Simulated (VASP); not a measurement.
# Mg (P6/mmm) in VASP: notebook

Mg is run at these levels: PBEsol; tasks: single point.

Program: VASP 6.6.1. These are calculated values, not measurements. Logs are shortened: lines on timing, memory, paths and dates and some standing lists are left out, and cuts for length are marked.

## (1) The cell of the first run

The structure is hexagonal, space group P6/mmm (No. 191). Conventional cell: a = 2.412 Å, b = 2.412 Å, c = 2.231 Å, α = 90.00°, β = 90.00°, γ = 120.00°. Within 2.9 Å of Mg (site symmetry 6/mmm) lie 8 Mg at 2.23 to 2.41 Å.

## (2) Single point, PBEsol

INCAR

```
PREC = Accurate ; ENCUT = 520
EDIFF = 1E-7 ; ISMEAR = -1
SIGMA = 0.1 ; LREAL = False
LASPH = True ; NELM = 100
ALGO = Normal ; ISIF = 2
LWAVE = False ; LCHARG = False
GGA = PS ; NBANDS = 7
```

KPOINTS

```
Automatic mesh
0
Gamma
  18 18 17
```

POSCAR

```
Mg
1.0
    2.4122840751      0.0000000000      0.0000000000
   -1.2061420376      2.0890992902      0.0000000000
    0.0000000000      0.0000000000      2.2307027727
Mg
1
Direct
    0.0000000000      0.0000000000      0.0000000000
```

Potentials or basis: VASP PAW PBE potentials, release 64 (Mg).

Launch:

```bash
$ cat potpaw_PBE.64/Mg/POTCAR > POTCAR
$ mpirun -np 1 vasp_std > vasp.out
```

OUTCAR:

```text
PREC = Accurate
   ENCUT = 520
   EDIFF = 1E-7
   ISMEAR = -1
   LREAL = False
   LASPH = True
   NELM = 100
   ISIF = 2
   GGA = PS

 ion  position               nearest neighbor table
   1  0.000  0.000  0.000-

  LATTYP: Found a hexagonal cell.
 ALAT       =     2.4122840751
 C/A-ratio  =     0.9247264017

  Lattice vectors:

 A1 = (   2.4122840751,   0.0000000000,   0.0000000000)
 A2 = (  -1.2061420376,   2.0890992902,   0.0000000000)
 A3 = (   0.0000000000,   0.0000000000,   2.2307027727)

Analysis of symmetry for initial positions (statically):
=====================================================================
 Subroutine PRICEL returns:
 Original cell was already a primitive cell.

 Routine SETGRP: Setting up the symmetry group for a
 hexagonal supercell.

 Subroutine GETGRP returns: Found 24 space group operations
 (whereof 24 operations were pure point group operations)
 out of a pool of 24 trial point group operations.

The static configuration has the point symmetry D_6h.

Analysis of symmetry for dynamics (positions and initial velocities):
=====================================================================
 Subroutine PRICEL returns:
 Original cell was already a primitive cell.

 Routine SETGRP: Setting up the symmetry group for a
 hexagonal supercell.

 Subroutine GETGRP returns: Found 24 space group operations
 (whereof 24 operations were pure point group operations)
 out of a pool of 24 trial point group operations.

The dynamic configuration has the point symmetry D_6h.

 Subroutine INISYM returns: Found 24 space group operations
 (whereof 24 operations are pure point group operations),
 and found     1 'primitive' translations

----------------------------------------------------------------------------------------

                                     Primitive cell

  volume of cell :      11.2416

  direct lattice vectors                    reciprocal lattice vectors
     2.412284075  0.000000000  0.000000000     0.414544875  0.239337595  0.000000000
    -1.206142038  2.089099290  0.000000000     0.000000000  0.478675190  0.000000000
     0.000000000  0.000000000  2.230702773     0.000000000  0.000000000  0.448289217

  length of vectors
     2.412284075  2.412284075  2.230702773     0.478675190  0.478675190  0.448289217

  position of ions in fractional coordinates (direct lattice)
     0.000000000  0.000000000  0.000000000

  ion indices of the primitive-cell ions
   primitive index   ion index
                 1           1

----------------------------------------------------------------------------------------

 KPOINTS: Automatic mesh

Automatic generation of k-mesh.
 Grid dimensions read from file:
 generate k-points for:   18   18   17

 Generating k-lattice:

  Cartesian coordinates                     Fractional coordinates (reciprocal lattice)
     0.023030271  0.013296533  0.000000000     0.055555556  0.000000000  0.000000000
     0.000000000  0.026593066  0.000000000     0.000000000  0.055555556  0.000000000
     0.000000000  0.000000000  0.026369954     0.000000000  0.000000000  0.058823529

  Length of vectors
     0.026593066  0.026593066  0.026369954

  Shift w.r.t. Gamma in fractional coordinates (k-lattice)
     0.000000000  0.000000000  0.000000000

 Subroutine IBZKPT returns following result:
 ===========================================

 Found    333 irreducible k-points:

 Following reciprocal coordinates:
            Coordinates               Weight
  0.000000  0.000000  0.000000      1.000000
  0.055556  0.000000  0.000000      6.000000
  0.111111  0.000000  0.000000      6.000000
  0.166667  0.000000  0.000000      6.000000
  0.222222  0.000000  0.000000      6.000000
  0.277778  0.000000  0.000000      6.000000
[... 16 lines left out ...]
  0.333333  0.111111  0.000000     12.000000
  0.388889  0.111111  0.000000     12.000000
 [... further k-points ...]
   k-points           NKPTS =    333   k-points in BZ     NKDIM =    333   number of bands    NBANDS=      7
   number of dos      NEDOS =    301   number of ions     NIONS =      1
   total plane-waves  NPLWV =   5832
   dimension x,y,z NGX =    18 NGY =   18 NGZ =   18
   dimension x,y,z NGXF=    36 NGYF=   36 NGZF=   36
   ions per type =               1
   NGX,Y,Z   is equivalent  to a cutoff of  12.40, 12.40, 13.41 a.u.
   NGXF,Y,Z  is equivalent  to a cutoff of  24.81, 24.81, 26.83 a.u.
 SYSTEM =  unknown system
   PREC   = accura    normal or accurate (medium, high low for compatibility)
   ISTART =      0    job   : 0-new  1-cont  2-samecut
   ICHARG =      2    charge: 1-file 2-atom 10-const
   ISPIN  =      1    spin polarized calculation?
   LNONCOLLINEAR =      F non collinear calculations
   LSORBIT =      F    spin-orbit coupling
   LASPH  =      T    aspherical Exc in radial PAW
   ENCUT  =  520.0 eV  38.22 Ry    6.18 a.u.   4.49  4.49  4.15*2*pi/ulx,y,z
   NELM   =    100;   NELMIN=  2; NELMDL= -5     # of ELM steps
   EDIFF  = 0.1E-06   stopping-criterion for ELM
   LREAL  =      F    real-space projection
   EDIFFG = 0.1E-05   stopping-criterion for IOM
   NSW    =      0    number of steps for IOM
   IBRION =     -1    ionic relax: 0-MD 1-quasi-New 2-CG
   NFREE  =      0    steps in history (QN), initial steepest desc. (CG)
   ISIF   =      2    stress and relaxation
   ISYM   =      2    0-nonsym 1-usesym 2-fastsym
   POTIM  = 0.5000    time-step for ionic-motion
   TEBEG  =    0.0;   TEEND  =   0.0 temperature during run
   PSTRESS=    0.0 pullay stress
   NELECT =       2.0000    total number of electrons
   NUPDOWN=      -1.0000    fix difference up-down
   EMIN   =  10.00;   EMAX   =-10.00  energy-range for DOS
   EFERMI =   0.00;   METHOD = LEGACY
   ISMEAR =    -1;   SIGMA  =   0.10  broadening in eV -4-tet -1-fermi 0-gaus
   EFERMI_NEDOS =   21; number of points for ismear=-14 and -15
   IALGO  =     38    algorithm
   IMIX   =      4    mixing-type and parameters
     AMIX     =   0.40;   BMIX     =  1.00
     AMIX_MAG =   1.60;   BMIX_MAG =  1.00
  volume/ion in A,a.u.               =      11.24        75.86
  Fermi-wavevector in a.u.,A,eV,Ry     =   0.920750  1.739965 11.534756  0.847781
  Thomas-Fermi vector in A             =   2.046090
   LORBIT       =      0    0 simple, 1 ext, 2 COOP (PROOUT), +10 PAW based schemes
   GGA     = PS    functional components
   LHFCALC =     F    Hartree Fock is set to
   AEXX    =    0.0000 exact exchange contribution
   IVDW    =     0    specifies the selected vdW correction
   LEPSILON=     F    determine dielectric tensor
   LRPA    =     F    only Hartree local field effects (RPA)
 non-spin polarized calculation
  energy-cutoff  :      520.00
  volume of cell :       11.24
 maximum number of plane-waves:       332
 NGX is ok and might be reduce to    18
   NGX =  9   NGY =  9   NGZ =  9

 number of electron       2.0000000 magnetization

 Free energy of the ion-electron system (eV)
  ---------------------------------------------------
  ext. energy  EPLUGINS =         0.00000000
  ---------------------------------------------------
  free energy    TOTEN  =         0.81847362 eV

  energy without entropy =        0.82987294  energy(sigma->0) =        0.82417328

 E-fermi :   7.8157     XC(G=0): -11.1282

 val. band max:        7.7946007273   @ k =   0.2222   0.0556   0.4706
 cond. band min:       7.8440440315   @ k =   0.3889   0.1667   0.3529
 fundamental gap:      0.0494433042
 Fermi energy:         7.8157112106

 k-point     1 :       0.0000    0.0000    0.0000
  band No.  band energies     occupation
      1      -2.8053      2.00000
      2      19.9905      0.00000
      3      24.8003      0.00000
      4      24.8003      0.00000
      5      26.0577      0.00000
      6      28.4411      0.00000
      7      31.0580      0.00000

 k-point     2 :       0.0556    0.0000    0.0000
  band No.  band energies     occupation
      1      -2.6972      2.00000
      2      19.9682      0.00000
      3      23.2849      0.00000
      4      24.6179      0.00000
      5      26.1095      0.00000
      6      29.6818      0.00000
      7      31.3050      0.00000

 k-point     3 :       0.1111    0.0000    0.0000
  band No.  band energies     occupation
      1      -2.3742      2.00000
      2      19.7048      0.00000
      3      21.0598      0.00000
      4      24.1684      0.00000
      5      26.2653      0.00000
      6      29.9418      0.00000
      7      32.3535      0.00000

 k-point     4 :       0.1667    0.0000    0.0000
  band No.  band energies     occupation
      1      -1.8411      2.00000
      2      17.9458      0.00000
      3      20.2695      0.00000
      4      23.6181      0.00000
      5      26.5256      0.00000
      6      29.6643      0.00000
      7      33.7295      0.00000

 k-point     5 :       0.2222    0.0000    0.0000
  band No.  band energies     occupation
      1      -1.1052      2.00000
      2      15.6052      0.00000
      3      20.0823      0.00000
      4      23.0770      0.00000
      5      26.8890      0.00000
      6      29.5935      0.00000
      7      35.4179      0.00000
[... 161 lines left out ...]
 k-point    22 :       0.2778    0.1111    0.0000
  band No.  band energies     occupation
      1       1.2269      2.00000
      2      11.2905      0.00000
      3      16.9532      0.00000
      4      24.7009      0.00000
      5      28.0806      0.00000
      6      31.3055      0.00000
      7      37.2239      0.00000

 k-point    23 :       0.3333    0.1111    0.0000
  band No.  band energies     occupation
      1       2.4812      2.00000
      2       9.3520      0.00000
      3      16.5260      0.00000
      4      24.8363      0.00000
      5      28.6714      0.00000
      6      31.9801      0.00000
      7      36.3936      0.00000

 k-point    24 :       0.3889    0.1111    0.0000
  band No.  band energies     occupation
      1       3.8334      2.00000
      2       7.5874      1.81489
      3      16.2621      0.00000
      4      24.8887      0.00000
      5      29.1798      0.00000
      6      32.8449      0.00000
      7      35.3660      0.00000

 [... further k-points ...]
[... 5 lines left out ...]
  --------------------------------------------------------------------------------------
  -------------------------------------------------------------------------------------
  Total        7.1904679      7.1904679      7.1103794     -0.0000000      0.0000000      0.0000000
  in kB     1024.7985377   1024.7985377   1013.3841711     -0.0000000      0.0000000      0.0000000
  external PRESSURE =    1020.9937488 kB  Pullay stress =       0.0000000 kB

 VOLUME and BASIS-vectors are now :
 -----------------------------------------------------------------------------
  energy-cutoff  :      520.00
  volume of cell :       11.24
      direct lattice vectors                 reciprocal lattice vectors
     2.412284075  0.000000000  0.000000000     0.414544875  0.239337595  0.000000000
    -1.206142038  2.089099290  0.000000000     0.000000000  0.478675190  0.000000000
     0.000000000  0.000000000  2.230702773     0.000000000  0.000000000  0.448289217

 POSITION                                       TOTAL-FORCE (eV/Angst)
 -----------------------------------------------------------------------------------
      0.00000      0.00000      0.00000         0.000000      0.000000      0.000000
 -----------------------------------------------------------------------------------
    total drift:                                0.000000      0.000000     -0.000000

  FREE ENERGIE OF THE ION-ELECTRON SYSTEM (eV)
  ---------------------------------------------------
  free  energy   TOTEN  =         0.8184736175 eV

  energy  without entropy=        0.8298729430  energy(sigma->0) =        0.82417328
```

Run time: 33 s. Hardware: 1 thread of AMD EPYC 7R43 (Zen 3), shared host; peak memory 0.1 GiB.

What came out:

```
Free energy            : 0.8185 eV
Pressure               : 102.1 GPa
Band gap on the k mesh : zero (band 1 reaches 12.25 eV, above the bottom of band 2 at 5.70 eV)
```

Stress tensor (GPa, compression positive):
```
102.48   0.00   0.00
  0.00 102.48   0.00
  0.00   0.00 101.34
```

Levels at points of the mesh, in eV from the Fermi level:
```csv
k point,band 1,band 2,band 3,band 4,band 5,band 6
"(0.00, 0.00, 0.00)",-10.62,12.17,16.98,16.98,18.24,20.63
"(0.50, 0.00, 0.00)",-3.28,-1.57,11.35,13.89,21.27,25.35
```

Caveat: the PAW data sets were made with another functional, which shifts forces and pressure a little.

## (3) Single point, PBEsol

INCAR

```
ALGO = Normal
EDIFF = 1E-7
ENCUT = 520
GGA = PS
ISIF = 2
ISMEAR = -1
LASPH = True
LCHARG = False
LREAL = False
LWAVE = False
NBANDS = 7
NELM = 100
PREC = Accurate
SIGMA = 0.1
```

KPOINTS

```
k-points
0
Gamma
  18 18 17
```

POSCAR

```
Mg
1.0
    2.4124583357      0.0000000000      0.0000000000
   -1.2062291679      2.0892502043      0.0000000000
    0.0000000000      0.0000000000      2.2307250898
Mg
1
Direct
    0.0000000000      0.0000000000      0.0000000000
```

Potentials or basis: VASP PAW PBE potentials, release 64 (Mg).

Launch:

```bash
$ cat potpaw_PBE.64/Mg/POTCAR > POTCAR
$ mpirun -np 1 vasp_std > vasp.out
```

It took 30 s on 1 thread of AMD EPYC 7R43 (Zen 3), shared host; peak memory 0.1 GiB.

It converged, with:

| Item | Value |
| --- | --- |
| Free energy | 0.8174 eV |
| Pressure | 102.0 GPa |
| Band gap on the k mesh | zero (band 1 reaches 12.25 eV, above the bottom of band 2 at 5.70 eV) |

Stress tensor (GPa, compression positive):
```
102.41   0.00   0.00
  0.00 102.41   0.00
  0.00   0.00 101.32
```

Levels at points of the mesh, in eV from the Fermi level:
```csv
k point,band 1,band 2,band 3,band 4,band 5
"(0.00, 0.00, 0.00)",-10.62,12.17,16.98,16.98,18.24
"(0.50, 0.00, 0.00)",-3.28,-1.57,11.35,13.89,21.27
```

Caveat: the PAW data sets were made with another functional, which shifts forces and pressure a little.
